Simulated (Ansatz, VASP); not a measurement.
**Two plane-wave programs on LiH**

```
Li H
1.0
     0.00000    2.00299    2.00299
     2.00299    0.00000    2.00299
     2.00299    2.00299    0.00000
Li H
1 1
Cartesian
  0.0000 0.0000 0.0000
  2.0030 2.0030 2.0030
```

Alike in both runs: task single point; functional HSE06; k mesh 6 × 6 × 6; no spin polarisation.

```csv
,VASP,Ansatz
version,VASP 6.6.1,Ansatz 0.2.0
potentials or method,"VASP PAW PBE potentials, release 64 (Li_sv, H)",plane waves
plane-wave cutoff (eV),520,420
occupations,"methfessel-paxton of order 1, width 0.5 eV","cold, width 0.5 eV"
valence electrons in the cell,4,4
```

|  | VASP | Ansatz | Ansatz less VASP |
| --- | --- | --- | --- |
| gap on the k mesh at the Fermi level (eV) | 3.97 | 3.97 | +0.005 |

Ansatz's warnings: stress exchange threshold loose, stress scf threshold loose.

The k mesh is coarse, so the values compare programs but aren't converged. Noted on VASP's run: the cutoff is short for stress, so the pressure is rough.
